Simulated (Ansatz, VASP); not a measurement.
## MoH2: VASP beside Ansatz

Contents of INCAR:

```
SYSTEM = MoH2
PREC     = Accurate       ! precision mode
ENCUT    = 600            ! plane-wave cutoff, eV
EDIFF    = 1E-6           ! SCF threshold, eV
ISMEAR   = 0              ! smearing method
SIGMA    = 0.1            ! smearing width, eV
LREAL    = .False.        ! projectors in reciprocal space
LASPH    = .True.         ! aspherical terms in the spheres
NELM     = 100            ! most SCF steps
ALGO     = Normal         ! electronic algorithm
ISIF     = 3              ! what is computed and relaxed
LWAVE    = .False.        ! write WAVECAR
LCHARG   = .False.        ! write CHGCAR
GGA      = PE             ! functional
IBRION   = 2              ! ionic algorithm
NSW      = 100            ! ionic steps
EDIFFG   = -0.01          ! ionic threshold
```

Contents of KPOINTS:

```
regular mesh
0
Gamma
  18 18 18
  0 0 0
```

The input POSCAR:

```
MoH2
1.0
    0.0000000000      2.1685352363      2.1685352363
    2.1685352363      0.0000000000      2.1685352363
    2.1685352363      2.1685352363      0.0000000000
H Mo
2 1
Direct
    0.2500000000      0.2500000000      0.2500000000
    0.5000000000      0.5000000000      0.5000000000
    0.0000000000      0.0000000000      0.0000000000
```

Input for Ansatz:

```yaml
crystal:
  lattice:
    - [0.0, 2.1685352363, 2.1685352363]
    - [2.1685352363, 0.0, 2.1685352363]
    - [2.1685352363, 2.1685352363, 0.0]
  atoms:
    - { symbol: H, position: [0.25, 0.25, 0.25] }
    - { symbol: H, position: [0.5, 0.5, 0.5] }
    - { symbol: Mo, position: [0.0, 0.0, 0.0] }
basis:
  ecutwfc: 420
kpoints:
  mp_grid: { grid: [18, 18, 18] }
hamiltonian:
  xc: pbe
scf:
  occupations: { method: gaussian, width: 0.1 }
output:
  forces: true
  stress: true
  eigenvalues: true
  write_density: true
  write_potential: true
  elf: true
  volumetric_format: npy
relax:
  adjacent_minimum: "off"
  f_tol: 0.01
  max_steps: 80
  cell: { stress_tol: 0.05 }
```

Change from the starting cell: species swapped into the Cu2Se type (F-43m, No. 216).

Alike in both runs: task relaxation of cell and atoms; functional PBE; k mesh 18 × 18 × 18; occupations gaussian, width 0.1 eV; no spin polarisation.

|  | VASP | Ansatz |
| --- | --- | --- |
| version | VASP 6.6.1 | Ansatz 0.2.0 |
| potentials or method | VASP PAW PBE potentials, release 64 (H, Mo_sv), cutoff 600 eV | scalar-relativistic, plane waves, PAW |
| valence electrons in the cell | 16 | 16 |

|  | VASP | Ansatz | Ansatz less VASP |
| --- | --- | --- | --- |
| gap on the k mesh at the Fermi level, each at its own relaxed structure (eV) | none | none | - |
| relaxed volume (Å³/atom) | 6.80 | 6.79 | -0.009 |
| relaxed cell length with the largest relative difference (Å) | 3.067 | 3.065 | -0.0013 |

A gap of «none» marks a metal or a gap that the smearing closes.

Noted on VASP's run: the relaxation stopped at its first step, so nothing moved.
